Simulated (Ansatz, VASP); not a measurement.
Pb in VASP and in Ansatz

The input INCAR:

```
SYSTEM = Pb
PREC = Accurate ; ENCUT = 600
EDIFF = 1E-6 ; ISMEAR = 0
SIGMA = 0.1 ; LREAL = .FALSE.
LASPH = .TRUE. ; NELM = 100
ALGO = Normal ; ISIF = 3
LWAVE = .FALSE. ; LCHARG = .FALSE.
GGA = PE ; IBRION = 2
NSW = 100 ; EDIFFG = -0.01
```

KPOINTS

```
regular mesh
0
G
  20 20 20
  0 0 0
```

The input POSCAR:

```
Pb
1.0
   -1.9935559630      1.9935559630      1.9935559630
    1.9935559630     -1.9935559630      1.9935559630
    1.9935559630      1.9935559630     -1.9935559630
Pb
1
Direct
    0.0000000000      0.0000000000      0.0000000000
```

Input for Ansatz:

```yaml
crystal:
  lattice:
    - [-1.993555963, 1.993555963, 1.993555963]
    - [1.993555963, -1.993555963, 1.993555963]
    - [1.993555963, 1.993555963, -1.993555963]
  atoms:
    - { symbol: Pb, position: [0.0, 0.0, 0.0] }
basis:
  ecutwfc: 420
kpoints:
  mp_grid: { grid: [20, 20, 20] }
hamiltonian:
  xc: pbe
scf:
  occupations: { method: gaussian, width: 0.1 }
output:
  forces: true
  stress: true
  eigenvalues: true
relax:
  adjacent_minimum: "off"
  f_tol: 0.01
  max_steps: 80
  cell: { stress_tol: 0.05 }
```

Alike in both runs: task relaxation of cell and atoms; functional PBE; k mesh 20 × 20 × 20; occupations gaussian, width 0.1 eV; no spin polarisation.

|  | VASP | Ansatz |
| --- | --- | --- |
| version | VASP 6.6.1 | Ansatz 0.2.0 |
| potentials or method | VASP PAW PBE potentials, release 64 (Pb_d), cutoff 600 eV | scalar-relativistic, plane waves, PAW |
| valence electrons in the cell | 14 | 14 |

VASP gave:

```
gap on the k mesh at the Fermi level, each at its own relaxed structure (eV) : none
relaxed volume (Å³/atom)                                                     : 31.93
relaxed cell length with the largest relative difference (Å)                 : 3.462
```

Q: What did Ansatz give for the same quantities?

A: gap on the k mesh at the Fermi level, each at its own relaxed structure (eV): none; relaxed volume (Å³/atom): 31.88; relaxed cell length with the largest relative difference (Å): 3.460.

A gap of «none» marks a metal or a gap that the smearing closes.

Spin-orbit coupling is off throughout.
